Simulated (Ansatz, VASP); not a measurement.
# Two plane-wave programs on Al2O3

```
Al O
1.0
     2.37850    1.37323    4.32923
    -2.37850    1.37323    4.32923
     0.00000   -2.74646    4.32923
Al O
4 6
Direct
  0.85218 0.85218 0.85218
  0.64782 0.64782 0.64782
  0.14782 0.14782 0.14782
  0.35218 0.35218 0.35218
  0.05625 0.44375 0.75000
  0.75000 0.05625 0.44375
  0.44375 0.75000 0.05625
  0.94375 0.55625 0.25000
  0.25000 0.94375 0.55625
  0.55625 0.25000 0.94375
```

Alike in both runs: task single point; functional PBE; k mesh 6 × 6 × 6; occupations gaussian, width 0.1 eV; no spin polarisation.

|  | VASP | Ansatz |
| --- | --- | --- |
| version | VASP 6.6.1 | Ansatz 0.2.0 |
| potentials or method | VASP PAW PBE potentials, release 64 (Al, O), cutoff 520 eV | scalar-relativistic, plane waves, PAW |
| valence electrons in the cell | 48 | 48 |

Ansatz gave:

| Quantity | Value |
| --- | --- |
| gap on the k mesh at the Fermi level (eV) | 6.25 |
| least direct gap on the mesh (eV) | 6.25 |
| pressure (GPa) | 7.9 |
| traceless stress, the component that is largest in VASP (GPa) | -0.51 |
| rms of the force components (eV/Å) | 0.015 |

Q: Estimate VASP's values.

A: gap on the k mesh at the Fermi level (eV): 6.25; least direct gap on the mesh (eV): 6.25; pressure (GPa): 7.8; traceless stress, the component that is largest in VASP (GPa): -0.54; rms of the force components (eV/Å): 0.014.

Atom by atom the forces differ by 0.001 eV/Å (rms over components).
